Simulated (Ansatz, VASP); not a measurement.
One calculation of Fe3Ge, two programs

```
Fe Ge
1.0
     5.16900    0.00000    0.00000
    -2.58450    4.47649    0.00000
     0.00000    0.00000    4.22200
Fe Ge
6 2
Cartesian
  2.5845 3.0351 1.0555
  -1.3362 3.7558 3.1665
  1.2483 0.7207 1.0555
  0.0000 1.4414 3.1665
  3.9207 0.7207 1.0555
  1.3362 3.7558 3.1665
  0.0000 2.9843 1.0555
  2.5845 1.4922 3.1665
```

Alike in both runs: task single point; functional r2SCAN; k mesh 7 × 7 × 8; occupations fermi-dirac, width 0.05 eV; no spin polarisation.

|  | VASP | Ansatz |
| --- | --- | --- |
| version | VASP 6.6.1 | Ansatz 0.2.0 |
| potentials or method | VASP PAW PBE potentials, release 64 (Fe, Ge_d), cutoff 520 eV | PAW plane waves |
| valence electrons in the cell | 76 | 124 |

|  | VASP | Ansatz | Ansatz less VASP |
| --- | --- | --- | --- |
| pressure (GPa) | -22.9 | -23.2 | -0.29 |
| traceless stress, the component that is largest in VASP (GPa) | -3.64 | -3.77 | -0.133 |
| rms of the force components (eV/Å) | 0.180 | 0.183 | +0.0025 |

VASP's potentials were made for PBE, not for r2SCAN. Atom by atom the forces differ by 0.002 eV/Å (rms over components). The functional is the same, so the differences come from potentials, cutoffs and numerics. VASP's potentials hold 76 valence electrons a cell and Ansatz's 124, so a difference there can come from the potentials and not from the codes.
